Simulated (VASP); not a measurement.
# CsCl in VASP: a series of runs

The runs below take CsCl through single point, with PBE, PBEsol, PBE+D3(BJ).

Program: VASP 6.6.1. These are calculated values, not measurements. Logs are shortened: lines on timing, memory, paths and dates and some standing lists are left out, and cuts for length are marked.

## Step 1: The cell of the first run

It takes space group P4/mmm (No. 123, tetragonal). Conventional cell: a = 4.092 Å, b = 4.092 Å, c = 4.185 Å, α = 90.00°, β = 90.00°, γ = 90.00°. Cs (site symmetry 4/mmm) has 8 Cl at 3.57 Å and 6 Cs at 4.09 to 4.18 Å within 4.7 Å. Cl (site symmetry 4/mmm) has 8 Cs at 3.57 Å and 6 Cl at 4.09 to 4.18 Å within 4.7 Å.

## Step 2: Single point, PBE (z stretched by +1.5 % at fixed volume)

Contents of INCAR:

```
SYSTEM = CsCl
PREC     = Accurate       ! precision mode
ENCUT    = 500            ! plane-wave cutoff, eV
EDIFF    = 1E-6           ! SCF threshold, eV
ISMEAR   = -1             ! smearing method
SIGMA    = 0.03           ! smearing width, eV
LREAL    = .FALSE.        ! projectors in reciprocal space
LASPH    = .TRUE.         ! aspherical terms in the spheres
NELM     = 120            ! most SCF steps
ALGO     = Normal         ! electronic algorithm
ISIF     = 2              ! what is computed and relaxed
LWAVE    = .FALSE.        ! write WAVECAR
LCHARG   = .FALSE.        ! write CHGCAR
GGA      = PE             ! functional
NBANDS   = 15             ! bands
GGA_COMPAT= .FALSE.
```

Contents of KPOINTS:

```
regular mesh
0
G
  6 6 6
  0 0 0
```

Contents of POSCAR:

```
CsCl
1.0
    4.0924210861      0.0000000000      0.0000000000
    0.0000000000      4.0924210861      0.0000000000
    0.0000000000      0.0000000000      4.1848450000
Cs Cl
1 1
Direct
    0.0000000000      0.0000000000      0.0000000000
    0.5000000000      0.5000000000      0.5000000000
```

Potentials or basis: VASP PAW PBE potentials, release 64 (Cs_sv, Cl).

Command:

```console
> cat potpaw_PBE.64/Cs_sv/POTCAR potpaw_PBE.64/Cl/POTCAR > POTCAR
> mpirun -np 1 vasp_std > vasp.out
```

OUTCAR:

```text
SYSTEM = CsCl
   PREC = Accurate
   ENCUT = 500
   EDIFF = 1E-6
   ISMEAR = -1
   LREAL = .FALSE.
   LASPH = .TRUE.
   NELM = 120
   ISIF = 2
   GGA = PE

 ion  position               nearest neighbor table
   1  0.000  0.000  0.000-
   2  0.500  0.500  0.500-

  LATTYP: Found a simple tetragonal cell.
 ALAT       =     4.0924210861
 C/A-ratio  =     1.0225841652

  Lattice vectors:

 A1 = (   4.0924210861,   0.0000000000,   0.0000000000)
 A2 = (   0.0000000000,   4.0924210861,   0.0000000000)
 A3 = (   0.0000000000,   0.0000000000,   4.1848450000)

Analysis of symmetry for initial positions (statically):
=====================================================================
 Subroutine PRICEL returns:
 Original cell was already a primitive cell.

 Routine SETGRP: Setting up the symmetry group for a
 simple tetragonal supercell.

 Subroutine GETGRP returns: Found 16 space group operations
 (whereof 16 operations were pure point group operations)
 out of a pool of 16 trial point group operations.

The static configuration has the point symmetry D_4h.

Analysis of symmetry for dynamics (positions and initial velocities):
=====================================================================
 Subroutine PRICEL returns:
 Original cell was already a primitive cell.

 Routine SETGRP: Setting up the symmetry group for a
 simple tetragonal supercell.

 Subroutine GETGRP returns: Found 16 space group operations
 (whereof 16 operations were pure point group operations)
 out of a pool of 16 trial point group operations.

The dynamic configuration has the point symmetry D_4h.

 Subroutine INISYM returns: Found 16 space group operations
 (whereof 16 operations are pure point group operations),
 and found     1 'primitive' translations

----------------------------------------------------------------------------------------

                                     Primitive cell

  volume of cell :      70.0874

  direct lattice vectors                    reciprocal lattice vectors
     4.092421086  0.000000000  0.000000000     0.244354131  0.000000000  0.000000000
     0.000000000  4.092421086  0.000000000     0.000000000  0.244354131  0.000000000
     0.000000000  0.000000000  4.184845000     0.000000000  0.000000000  0.238957476

  length of vectors
     4.092421086  4.092421086  4.184845000     0.244354131  0.244354131  0.238957476

  position of ions in fractional coordinates (direct lattice)
     0.000000000  0.000000000  0.000000000
     0.500000000  0.500000000  0.500000000

  ion indices of the primitive-cell ions
   primitive index   ion index
                 1           1
                 2           2

----------------------------------------------------------------------------------------

 KPOINTS: regular mesh

Automatic generation of k-mesh.
 Grid dimensions read from file:
 generate k-points for:    6    6    6

 Generating k-lattice:

  Cartesian coordinates                     Fractional coordinates (reciprocal lattice)
     0.040725689  0.000000000  0.000000000     0.166666667  0.000000000  0.000000000
     0.000000000  0.040725689  0.000000000     0.000000000  0.166666667  0.000000000
     0.000000000  0.000000000  0.039826246     0.000000000  0.000000000  0.166666667

  Length of vectors
     0.040725689  0.040725689  0.039826246

  Shift w.r.t. Gamma in fractional coordinates (k-lattice)
     0.000000000  0.000000000  0.000000000

 Subroutine IBZKPT returns following result:
 ===========================================

 Found     40 irreducible k-points:

 Following reciprocal coordinates:
            Coordinates               Weight
  0.000000  0.000000  0.000000      1.000000
  0.166667  0.000000  0.000000      4.000000
  0.333333  0.000000  0.000000      4.000000
  0.500000  0.000000  0.000000      2.000000
  0.166667  0.166667  0.000000      4.000000
  0.333333  0.166667  0.000000      8.000000
[... 16 lines left out ...]
  0.333333  0.000000  0.333333      8.000000
  0.500000  0.000000  0.333333      4.000000
 [... further k-points ...]
   k-points           NKPTS =     40   k-points in BZ     NKDIM =     40   number of bands    NBANDS=     15
   number of dos      NEDOS =    301   number of ions     NIONS =      2
   total plane-waves  NPLWV =  28800
   dimension x,y,z NGX =    30 NGY =   30 NGZ =   32
   dimension x,y,z NGXF=    60 NGYF=   60 NGZF=   64
   ions per type =               1   1
   NGX,Y,Z   is equivalent  to a cutoff of  12.19, 12.19, 12.71 a.u.
   NGXF,Y,Z  is equivalent  to a cutoff of  24.37, 24.37, 25.42 a.u.
 SYSTEM =  CsCl
   PREC   = accura    normal or accurate (medium, high low for compatibility)
   ISTART =      0    job   : 0-new  1-cont  2-samecut
   ICHARG =      2    charge: 1-file 2-atom 10-const
   ISPIN  =      1    spin polarized calculation?
   LNONCOLLINEAR =      F non collinear calculations
   LSORBIT =      F    spin-orbit coupling
   LASPH  =      T    aspherical Exc in radial PAW
[... 26 lines left out ...]
   LORBIT       =      0    0 simple, 1 ext, 2 COOP (PROOUT), +10 PAW based schemes
   GGA     = PE    functional components
   LHFCALC =     F    Hartree Fock is set to
   AEXX    =    0.0000 exact exchange contribution
   IVDW    =     0    specifies the selected vdW correction
   LEPSILON=     F    determine dielectric tensor
   LRPA    =     F    only Hartree local field effects (RPA)
 non-spin polarized calculation
  energy-cutoff  :      500.00
  volume of cell :       70.09
 maximum number of plane-waves:      1800
 NGX is ok and might be reduce to    30
   NGX = 15   NGY = 15   NGZ = 15

 number of electron      16.0000002 magnetization

 Free energy of the ion-electron system (eV)
  ---------------------------------------------------
  ext. energy  EPLUGINS =         0.00000000
  ---------------------------------------------------
  free energy    TOTEN  =        -6.52485023 eV

  energy without entropy =       -6.52485023  energy(sigma->0) =       -6.52485023

 E-fermi :   0.3321     XC(G=0):  -8.2571

 val. band max:       -0.2925036629   @ k =   0.0000   0.0000   0.0000
 cond. band min:       4.9236320377   @ k =   0.0000   0.0000   0.0000
 fundamental gap:      5.2161357006
 Fermi energy:         0.3320546900

 k-point     1 :       0.0000    0.0000    0.0000
  band No.  band energies     occupation
      1     -19.7012      2.00000
      2     -12.4930      2.00000
      3      -6.2276      2.00000
      4      -6.1663      2.00000
      5      -6.1663      2.00000
      6      -0.3575      2.00000
      7      -0.2925      2.00000
      8      -0.2925      2.00000
      9       4.9236      0.00000
     10       5.0774      0.00000
     11       5.0983      0.00000
     12       9.6488      0.00000
     13       9.6488      0.00000
     14       9.8427      0.00000
     15      12.7517      0.00000

 k-point     2 :       0.1667    0.0000    0.0000
  band No.  band energies     occupation
      1     -19.6796      2.00000
      2     -12.5014      2.00000
      3      -6.3289      2.00000
      4      -6.1903      2.00000
      5      -6.1314      2.00000
      6      -0.6481      2.00000
      7      -0.4190      2.00000
      8      -0.3442      2.00000
      9       5.2502      0.00000
     10       5.5731      0.00000
     11       5.7700      0.00000
     12       9.4184      0.00000
     13       9.5785      0.00000
     14       9.8107      0.00000
     15      11.4924      0.00000

 k-point     3 :       0.3333    0.0000    0.0000
  band No.  band energies     occupation
      1     -19.6356      2.00000
      2     -12.5213      2.00000
      3      -6.6182      2.00000
      4      -6.1130      2.00000
      5      -6.0592      2.00000
      6      -1.2338      2.00000
      7      -0.5474      2.00000
      8      -0.4529      2.00000
      9       5.7501      0.00000
     10       6.7117      0.00000
     11       7.4942      0.00000
     12       9.1489      0.00000
     13       9.2466      0.00000
     14       9.7504      0.00000
     15      10.2159      0.00000
[... 343 lines left out ...]
 k-point    23 :       0.3333    0.0000    0.3333
  band No.  band energies     occupation
      1     -19.5889      2.00000
      2     -12.4651      2.00000
      3      -6.7871      2.00000
      4      -6.6317      2.00000
      5      -5.9926      2.00000
      6      -0.9807      2.00000
      7      -0.6583      2.00000
      8      -0.4071      2.00000
      9       5.9144      0.00000
     10       6.4696      0.00000
     11       8.1035      0.00000
     12       8.6475      0.00000
     13       8.7172      0.00000
     14       9.5781      0.00000
     15      11.1636      0.00000

 k-point    24 :       0.5000    0.0000    0.3333
  band No.  band energies     occupation
      1     -19.5689      2.00000
      2     -12.4424      2.00000
      3      -6.9354      2.00000
      4      -6.7192      2.00000
      5      -5.9654      2.00000
      6      -0.9173      2.00000
      7      -0.7061      2.00000
      8      -0.3878      2.00000
      9       5.8553      0.00000
     10       6.1758      0.00000
     11       7.9818      0.00000
     12       8.1808      0.00000
     13       9.2533      0.00000
     14      10.7180      0.00000
     15      12.0136      0.00000

 [... further k-points ...]
[... 5 lines left out ...]
  --------------------------------------------------------------------------------------
  -------------------------------------------------------------------------------------
  Total        0.5389738      0.5389738      0.2625515      0.0000000      0.0000000      0.0000000
  in kB       12.3207813     12.3207813      6.0018482      0.0000000      0.0000000      0.0000000
  external PRESSURE =      10.2144702 kB  Pullay stress =       0.0000000 kB

 VOLUME and BASIS-vectors are now :
 -----------------------------------------------------------------------------
  energy-cutoff  :      500.00
  volume of cell :       70.09
      direct lattice vectors                 reciprocal lattice vectors
     4.092421086  0.000000000  0.000000000     0.244354131  0.000000000  0.000000000
     0.000000000  4.092421086  0.000000000     0.000000000  0.244354131  0.000000000
     0.000000000  0.000000000  4.184845000     0.000000000  0.000000000  0.238957476

 POSITION                                       TOTAL-FORCE (eV/Angst)
 -----------------------------------------------------------------------------------
      0.00000      0.00000      0.00000         0.000000      0.000000      0.000000
      2.04621      2.04621      2.09242         0.000000      0.000000      0.000000
 -----------------------------------------------------------------------------------
    total drift:                                0.000000      0.000000      0.000000

  FREE ENERGIE OF THE ION-ELECTRON SYSTEM (eV)
  ---------------------------------------------------
  free  energy   TOTEN  =        -6.5248502305 eV

  energy  without entropy=       -6.5248502304  energy(sigma->0) =       -6.52485023
```

Wall time 22 s (1 thread of Intel Xeon Platinum 8488C (Sapphire Rapids), shared host); peak memory 0.19 GiB.

Results:

* Free energy: -6.5249 eV
* Pressure: 1.0 GPa
* Band gap on the k mesh: 5.22 eV, direct

Caveat: spin-orbit coupling is left out, which moves the levels of the heavy elements. A k mesh can miss the band edges.

## Step 3: Single point, PBE (xy shear strain of +1 %)

Contents of INCAR:

```
ALGO = Normal ; EDIFF = 1E-6
ENCUT = 500 ; GGA = PE
GGA_COMPAT = F ; ISIF = 2
ISMEAR = -1 ; LASPH = T
LCHARG = F ; LREAL = F
LWAVE = F ; NBANDS = 15
NELM = 120 ; PREC = Accurate
SIGMA = 0.03
```

Contents of KPOINTS:

```
k-points
0
Gamma
  6 6 6
```

Contents of POSCAR:

```
CsCl
1.0
    4.1230000000      0.0206150000      0.0000000000
    0.0206150000      4.1230000000      0.0000000000
    0.0000000000      0.0000000000      4.1230000000
Cs Cl
1 1
Direct
    0.0000000000      0.0000000000      0.0000000000
    0.5000000000      0.5000000000      0.5000000000
```

Potentials or basis: VASP PAW PBE potentials, release 64 (Cs_sv, Cl).

Command:

```console
> cat potpaw_PBE.64/Cs_sv/POTCAR potpaw_PBE.64/Cl/POTCAR > POTCAR
> mpirun -np 1 vasp_std > vasp.out
```

Run time: 25 s. Hardware: 1 thread of Intel Xeon Platinum 8488C (Sapphire Rapids), shared host; peak memory 0.19 GiB.

It converged, with:

```
Free energy            : -6.5267 eV
Pressure               : 1.0 GPa
Band gap on the k mesh : 5.26 eV, direct
```

Stress tensor (GPa, compression positive):
```
 1.02 -0.08  0.00
-0.08  1.02  0.00
 0.00  0.00  1.02
```

Levels at points of the mesh, in eV from the valence-band top:
```
           k point  band 5  band 6  band 7  band 8  band 9  band 10  band 11  band 12
(0.00, 0.00, 0.00)   -5.87   -0.01    0.00    0.00    5.26     5.39     5.39     9.99
(0.50, 0.00, 0.00)   -5.73   -1.17   -0.24   -0.24    6.41     7.60     8.88     9.27
(0.50, 0.50, 0.00)   -5.64   -0.44   -0.42   -0.06    5.94     6.03     7.97     7.99
(0.00, 0.00, 0.50)   -5.73   -1.17   -0.26   -0.23    6.41     7.60     8.88     9.27
(0.50, 0.00, 0.50)   -5.64   -0.43   -0.43   -0.06    5.95     6.02     7.98     7.98
(0.50, 0.50, 0.50)   -6.40   -1.10   -1.10   -1.10    8.44     8.49     8.54    10.47
```

Caveat: the cell differs from its parent crystal (xy shear strain of +1 %); spin-orbit coupling is left out, which moves the levels of the heavy elements. A k mesh can miss the band edges.

## Step 4: Single point, PBE

Contents of INCAR:

```
SYSTEM = CsCl
PREC = Accurate
ENCUT = 500
EDIFF = 1E-6
ISMEAR = -1
SIGMA = 0.03
LREAL = .FALSE.
LASPH = .TRUE.
NELM = 120
ALGO = Normal
ISIF = 2
LWAVE = .FALSE.
LCHARG = .TRUE.
GGA = PE
LELF = .TRUE.
LVHAR = .TRUE.
NBANDS = 15
GGA_COMPAT = .FALSE.
```

Contents of KPOINTS:

```
Automatic mesh
0
G
  6 6 6
  0 0 0
```

POSCAR is that of step 3.

Command:

```console
> cat potpaw_PBE.64/Cs_sv/POTCAR potpaw_PBE.64/Cl/POTCAR > POTCAR
> mpirun -np 1 vasp_std > vasp.out
```

It took 30 s on 1 thread of Intel Xeon Platinum 8488C (Sapphire Rapids), shared host; peak memory 0.19 GiB.

Results (log left out):

```
Free energy            : -6.5267 eV
Pressure               : 1.0 GPa
Band gap on the k mesh : 5.26 eV, direct
```

Stress tensor (GPa, compression positive):
```
 1.02 -0.08  0.00
-0.08  1.02  0.00
 0.00  0.00  1.02
```

Levels at points of the mesh, in eV from the valence-band top:
| k point | band 6 | band 7 | band 8 | band 9 | band 10 | band 11 |
| --- | --- | --- | --- | --- | --- | --- |
| (0.00, 0.00, 0.00) | -0.01 | 0.00 | 0.00 | 5.26 | 5.39 | 5.39 |
| (0.50, 0.00, 0.00) | -1.17 | -0.24 | -0.24 | 6.41 | 7.60 | 8.88 |
| (0.50, 0.50, 0.00) | -0.44 | -0.42 | -0.06 | 5.94 | 6.03 | 7.97 |
| (0.00, 0.00, 0.50) | -1.17 | -0.26 | -0.23 | 6.41 | 7.60 | 8.88 |
| (0.50, 0.00, 0.50) | -0.43 | -0.43 | -0.06 | 5.95 | 6.02 | 7.98 |
| (0.50, 0.50, 0.50) | -1.10 | -1.10 | -1.10 | 8.44 | 8.49 | 8.54 |

Caveat: spin-orbit coupling is left out, which moves the levels of the heavy elements. A k mesh can miss the band edges.

## Step 5: Single point, PBEsol

Contents of INCAR:

```
ALGO = Normal ; EDIFF = 1E-6
ENCUT = 500 ; GGA = PS
GGA_COMPAT = False ; ISIF = 2
ISMEAR = -1 ; LASPH = True
LCHARG = True ; LELF = True
LREAL = False ; LVHAR = True
LWAVE = False ; NBANDS = 15
NELM = 120 ; PREC = Accurate
SIGMA = 0.03
```

Contents of KPOINTS:

```
k-points
0
Gamma
  6 6 6
```

Contents of POSCAR:

```
CsCl
1.0
    4.1230000000      0.0000000000      0.0000000000
    0.0000000000      4.1230000000      0.0000000000
    0.0000000000      0.0000000000      4.1230000000
Cs Cl
1 1
Direct
    0.0000000000      0.0000000000      0.0000000000
    0.5000000000      0.5000000000      0.5000000000
```

Command:

```console
> cat potpaw_PBE.64/Cs_sv/POTCAR potpaw_PBE.64/Cl/POTCAR > POTCAR
> mpirun -np 1 vasp_std > vasp.out
```

Wall time 13 s (1 thread of Intel Xeon Platinum 8259CL at 2.50GHz (Skylake/Cascade Lake), shared host); peak memory 0.17 GiB.

The run converged. Its results:

* Free energy: -6.8404 eV
* Pressure: -0.6 GPa
* Band gap on the k mesh: 5.05 eV, direct

Levels at points of the mesh, in eV from the valence-band top:
```tsv
k point	band 4	band 5	band 6	band 7	band 8	band 9	band 10	band 11	band 12	band 13
(0.00, 0.00, 0.00)	-5.84	-5.84	0.00	0.00	0.00	5.05	5.26	5.26	10.00	10.00
(0.50, 0.00, 0.00)	-5.69	-5.69	-1.21	-0.25	-0.25	6.31	7.49	8.70	9.09	9.45
(0.50, 0.50, 0.00)	-6.63	-5.60	-0.44	-0.44	-0.06	5.81	5.88	7.89	7.89	11.75
(0.50, 0.50, 0.50)	-6.38	-6.38	-1.13	-1.13	-1.13	8.41	8.41	8.41	10.37	10.37
```

Caveat: the PAW data sets were made with another functional, which shifts forces and pressure a little; spin-orbit coupling is left out, which moves the levels of the heavy elements.

## Step 6: Single point, PBE+D3(BJ)

Contents of INCAR:

```
  ALGO = Normal
  EDIFF = 1E-6
  ENCUT = 500
  GGA = PE
  GGA_COMPAT = F
  ISIF = 2
  ISMEAR = -1
  IVDW = 12
  LASPH = T
  LCHARG = T
  LELF = T
  LREAL = F
  LVHAR = T
  LWAVE = F
  NBANDS = 15
  NELM = 120
  PREC = Accurate
  SIGMA = 0.03
```

KPOINTS is that of step 5.

POSCAR is that of step 5.

Potentials or basis: VASP PAW PBE potentials, release 64 (Cs_sv, Cl).

Command:

```console
> cat potpaw_PBE.64/Cs_sv/POTCAR potpaw_PBE.64/Cl/POTCAR > POTCAR
> mpirun -np 1 vasp_std > vasp.out
```

Run time: 13 s. Hardware: 1 thread of Intel Xeon Platinum 8259CL at 2.50GHz (Skylake/Cascade Lake), shared host; peak memory 0.18 GiB.

It converged, with:

```yaml
Free_energy: -6.9420 eV
Pressure: 0.1 GPa
Band_gap_on_the_k_mesh: 5.26 eV, direct
Dispersion_energy_per_atom: -0.208 eV
```

Levels at points of the mesh, in eV from the valence-band top:
```csv
k point,band 4,band 5,band 6,band 7,band 8,band 9,band 10,band 11,band 12,band 13
"(0.00, 0.00, 0.00)",-5.87,-5.87,0.00,0.00,0.00,5.26,5.39,5.39,10.03,10.03
"(0.50, 0.00, 0.00)",-5.73,-5.73,-1.17,-0.24,-0.24,6.41,7.61,8.89,9.27,9.50
"(0.50, 0.50, 0.00)",-6.64,-5.64,-0.43,-0.43,-0.06,5.95,6.03,7.98,7.98,11.95
"(0.50, 0.50, 0.50)",-6.40,-6.40,-1.10,-1.10,-1.10,8.49,8.49,8.49,10.53,10.53
```

Caveat: spin-orbit coupling is left out, which moves the levels of the heavy elements. A k mesh can miss the band edges.

## Step 7: Summary

```csv
level,cell,gap on the mesh (eV),pressure (GPa)
PBE,"a = 4.092, b = 4.092, c = 4.185 Å, 2 atoms",5.22,1.0
PBE,"a = 4.123 Å, angles 90.0, 90.0, 89.4°, 2 atoms",5.26,1.0
PBEsol,"a = 4.123 Å, 2 atoms",5.05,-0.6
PBE+D3(BJ),"a = 4.123 Å, 2 atoms",5.26,0.1
```

Alike in all rows: task single point; potentials or basis VASP PAW PBE potentials, release 64 (Cs_sv, Cl); no spin polarisation; k mesh 6 × 6 × 6; cutoff (eV) 500; smearing fermi-dirac 0.03 eV.

Caveats: spin-orbit coupling is left out, which moves the levels of the heavy elements; the PAW data sets were made with another functional, which shifts forces and pressure a little (some runs).

Total energies depend on the potentials used, so only differences within one code and one set of settings carry meaning.
